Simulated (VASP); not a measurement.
Here is a VASP 6.6.1 calculation.

INCAR

```
  PREC = Accurate
  ENCUT = 520
  EDIFF = 1E-7
  ISMEAR = 0
  SIGMA = 0.15
  LREAL = False
  LASPH = True
  NELM = 100
  ALGO = Normal
  ISIF = 2
  LWAVE = False
  LCHARG = False
  GGA = PE
  IVDW = 12
  NBANDS = 36
```

KPOINTS

```
regular mesh
0
Gamma
  18 18 2
```

The input POSCAR:

```
C
1.0
    2.4648840281      0.0000000000     -0.0123244201
   -1.2324420141      2.1346521857      0.0061622101
   -0.1030304738      0.0000000000     20.6060947640
C
12
Direct
    0.6666666667      0.3333333333      0.9519899901
    0.6666666667      0.3333333333      0.4520101828
    0.6666666667      0.3333333333      0.7793231472
    0.6666666667      0.3333333333      0.2793433400
    0.0000000000      0.0000000000      0.6156666650
    0.3333333333      0.6666666667      0.2793231472
    0.0000000000      0.0000000000      0.1156666650
    0.6666666667      0.3333333333      0.6156666650
    0.3333333333      0.6666666667      0.7793433400
    0.3333333333      0.6666666667      0.1156666650
    0.3333333333      0.6666666667      0.4519899901
    0.3333333333      0.6666666667      0.9520101828
```

Potentials or basis: VASP PAW PBE potentials, release 64 (C).

Run with:

```sh
$ cat potpaw_PBE.64/C/POTCAR > POTCAR
$ mpirun -np 1 vasp_std > vasp.out
```

Task: Estimate the pressure.

Result: 0.4 GPa.

Task: Predict the dispersion energy per atom.

Result: -0.152 eV.

Stress tensor (GPa, compression positive):
```
 0.68  0.00  0.00
 0.00  0.70  0.00
 0.00  0.00 -0.09
```

Caveat: the cell differs from its parent crystal (strain -0.0100 x Voigt [0, 0, 0, 0, 1, 0]).
